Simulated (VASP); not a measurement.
Write the native input for VASP 6.6.1 that does the following.

```
Task                   : single point
Functional             : PBE
Potentials or basis    : VASP PAW PBE potentials, release 64 (Mo_sv, Rh_pv)
Cutoff                 : 520 eV
k mesh                 : 4 × 4 × 4
Occupations            : gaussian, width 0.1 eV
Spin                   : collinear spin, ferromagnetic start
Starting moments       : [1.0, 1.0, 1.0, 1.0] μB
Dipole correction      : no
Further INCAR settings : ALGO = Fast; EDIFF = 1e-06; NBANDS = 40
```

The structure of Mo3Rh lies in POSCAR:

```
Mo3Rh
1.0
    3.9482848211      0.0000000000      0.0000000000
    0.0000000000      3.9482848211      0.0000000000
    0.0000000000      0.0000000000      3.9482848211
Mo Rh
3 1
Direct
    0.0000000000      0.5000000000      0.5000000000
    0.5000000000      0.0000000000      0.5000000000
    0.5000000000      0.5000000000      0.0000000000
    0.0000000000      0.0000000000      0.0000000000
```

The cell was built from a structure type or drawn by symmetry, and may not be a known phase.

These files were run (other wordings do the same):

INCAR

```
  ALGO = Fast
  EDIFF = 1E-6
  ENCUT = 520
  GGA = PE
  ISIF = 2
  ISMEAR = 0
  ISPIN = 2
  LASPH = T
  LCHARG = T
  LELF = T
  LMAXMIX = 4
  LORBIT = 11
  LREAL = F
  LVHAR = T
  LWAVE = F
  MAGMOM = 1 1 1 1
  NBANDS = 40
  NELM = 150
  PREC = Accurate
  SIGMA = 0.1
```

KPOINTS

```
k-points
0
Gamma
  4 4 4
```

Potentials or basis: VASP PAW PBE potentials, release 64 (Mo_sv, Rh_pv).

Command:

```console
$ cat potpaw_PBE.64/Mo_sv/POTCAR potpaw_PBE.64/Rh_pv/POTCAR > POTCAR
$ mpirun -np 1 vasp_std > vasp.out
```

Results of the run:

```json
{
  "Pressure": "0.4 GPa",
  "Net moment": "0.00 μB per cell",
  "Valence electrons inside the program's atomic spheres": "Mo 12.44; Rh 13.89"
}
```

Caveat: the k points lie up to 0.40 Å⁻¹ apart.

Wall time 31 s on 1 thread of Intel(R) Xeon(R) 6975P-C (Granite Rapids), with other jobs on the host, peak memory 0.2 GiB.
